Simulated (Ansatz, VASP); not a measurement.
# One calculation of MoSe, two programs

POSCAR

```
MoSe
1.0
    0.0000000000      2.6517108448      2.6517108448
    2.6517108448      0.0000000000      2.6517108448
    2.6517108448      2.6517108448      0.0000000000
Mo Se
1 1
Direct
    0.0000000000      0.0000000000      0.0000000000
    0.5000000000      0.5000000000      0.5000000000
```

Contents of INCAR.step1:

```
SYSTEM = MoSe
ALGO = Normal
EDIFF = 1E-4
ENCUT = 520
GGA = PE
ISMEAR = 0
ISPIN = 2
LASPH = .TRUE.
LCHARG = .FALSE.
LDAU = .TRUE.
LDAUJ = 0 0
LDAUL = 2 -1
LDAUTYPE = 2
LDAUU = 4.38 0
LMAXMIX = 4
LREAL = .FALSE.
LWAVE = .TRUE.
MAGMOM = 2 0
NBANDS = 21
NELM = 150
PREC = Accurate
SIGMA = 0.1
```

The input INCAR.step2:

```
SYSTEM = MoSe
ALGO = Normal
EDIFF = 1E-7
ENCUT = 520
ISIF = 2
ISMEAR = 0
ISPIN = 2
ISTART = 1
LASPH = .TRUE.
LCHARG = .TRUE.
LDAU = .TRUE.
LDAUJ = 0 0
LDAUL = 2 -1
LDAUPRINT = 1
LDAUTYPE = 2
LDAUU = 4.38 0
LELF = .TRUE.
LMAXMIX = 4
LMIXTAU = .TRUE.
LORBIT = 11
LREAL = .FALSE.
LVHAR = .TRUE.
LWAVE = .FALSE.
MAGMOM = 2 0
METAGGA = R2SCAN
NBANDS = 21
NELM = 150
PREC = Accurate
SIGMA = 0.1
```

The input KPOINTS:

```
k-points
0
G
  12 12 12
  0 0 0
```

Input for Ansatz:

```yaml
crystal:
  lattice:
    - [0.0, 2.6517108448, 2.6517108448]
    - [2.6517108448, 0.0, 2.6517108448]
    - [2.6517108448, 2.6517108448, 0.0]
  atoms:
    - { symbol: Mo, position: [0.0, 0.0, 0.0], spin: 2.0 }
    - { symbol: Se, position: [0.5, 0.5, 0.5] }
basis:
  ecutwfc: 500
kpoints:
  mp_grid: { grid: [12, 12, 12] }
hamiltonian:
  xc: r2scan
  hubbard: { sites: [{ species: Mo, l: d, u_eff: 4.38 }] }
scf:
  occupations: { method: gaussian, width: 0.1 }
output:
  forces: true
  stress: true
  eigenvalues: true
  populations: true
magnetization:
  spin_polarized: true
```

Alike in both runs: task single point; functional r2SCAN; k mesh 12 × 12 × 12; occupations gaussian, width 0.1 eV; collinear spin; Hubbard terms Mo d U = 4.38 eV.

```csv
,VASP,Ansatz
version,VASP 6.6.1,Ansatz 0.2.0
potentials or method,"VASP PAW PBE potentials, release 64 (Mo_sv, Se), cutoff 520 eV","scalar-relativistic, plane waves, PAW"
valence electrons in the cell,20,30
```

Ansatz gave:

- gap on the k mesh at the Fermi level (eV): none
- pressure (GPa): 26.7
- net moment per atom (μB): 2.00
- size of the moment on the site where the two differ most (μB): 3.10

Task: Which values does VASP return?

Result: gap on the k mesh at the Fermi level (eV): none; pressure (GPa): 20.3; net moment per atom (μB): 1.83; size of the moment on the site where the two differ most (μB): 3.40.

The net moments are unlike, so the other rows may belong to different states. VASP's potentials were made for PBE, not for r2SCAN. Site moments also hang on the region over which each program counts them. The programs project onto different local orbitals, so the same U acts differently, and such runs can settle in different states. A gap of «none» marks a metal or a gap that the smearing closes. VASP's potentials hold 20 valence electrons a cell and Ansatz's 30, so a difference there can come from the potentials and not from the codes. Ansatz's warnings: filled band counts differ across k points, stability check not made.
